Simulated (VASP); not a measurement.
Input of a VASP 6.6.1 run:

File INCAR:

```
SYSTEM = Sc5Al
PREC = Accurate ; ENCUT = 520
EDIFF = 1E-6 ; ISMEAR = 0
SIGMA = 0.1 ; LREAL = .FALSE.
LASPH = .TRUE. ; NELM = 60
ALGO = Fast ; ISIF = 2
LWAVE = .FALSE. ; LCHARG = .FALSE.
GGA = PE ; NBANDS = 38
```

File KPOINTS:

```
Automatic mesh
0
G
  12 12 4
  0 0 0
```

File POSCAR:

```
Sc5Al
1.0
    3.2183514714      0.0000000000      0.0000000000
    0.0000000000      3.2183514714      0.0000000000
    0.0000000000      0.0000000000     12.9196364728
Sc Al
5 1
Direct
    0.0000000000      0.0000000000      0.6443088785
    0.5000000000      0.5000000000      0.8230558396
    0.0000000000      0.0000000000      0.0000000000
    0.5000000000      0.5000000000      0.1769441604
    0.0000000000      0.0000000000      0.3556911215
    0.5000000000      0.5000000000      0.5000000000
```

Potentials or basis: VASP PAW PBE potentials, release 64 (Sc_sv, Al).

Run with:

```sh
$ cat potpaw_PBE.64/Sc_sv/POTCAR potpaw_PBE.64/Al/POTCAR > POTCAR
$ mpirun -np 1 vasp_std > vasp.out
```

Question: What does it give for the band gap on the k mesh?

Answer: Zero (bands 29 and 30 overlap by 0.76 eV).

Question: Predict the largest force.

Answer: 0.004 eV/Å.

Question: Predict the pressure.

Answer: 1.9 GPa.

Forces on the atoms (eV/Å):
```
Sc   0.000  0.000  0.004
Sc   0.000  0.000  0.000
Sc   0.000  0.000  0.000
Sc   0.000  0.000  0.000
Sc   0.000  0.000 -0.004
Al   0.000  0.000  0.000
```
